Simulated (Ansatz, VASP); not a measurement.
**Sb: VASP beside Ansatz**

```
Sb
1.0
     2.15649    1.24505    3.74995
    -2.15649    1.24505    3.74995
     0.00000   -2.49010    3.74995
Sb
2
Direct
  0.23362 0.23362 0.23362
  0.76638 0.76638 0.76638
```

Alike in both runs: task single point; functional r2SCAN; k mesh 6 × 6 × 6; occupations gaussian, width 0.05 eV; non-collinear spin, spin-orbit coupling.

```csv
,VASP,Ansatz
version,VASP 6.6.1,Ansatz 0.2.0
potentials or method,"VASP PAW PBE potentials, release 64 (Sb), cutoff 520 eV","plane waves, PAW"
valence electrons in the cell,10,30
```

|  | VASP | Ansatz | Ansatz less VASP |
| --- | --- | --- | --- |
| pressure (GPa) | 1.9 | 1.7 | -0.14 |
| rms of the force components (eV/Å) | 0.031 | 0.064 | +0.0323 |
| net moment per atom (μB) | 0.00 | 0.00 | 0.000 |

VASP's potentials were made for PBE, not for r2SCAN. Atom by atom the forces differ by 0.032 eV/Å (rms over components). VASP's potentials hold 10 valence electrons a cell and Ansatz's 30, so a difference there can come from the potentials and not from the codes.
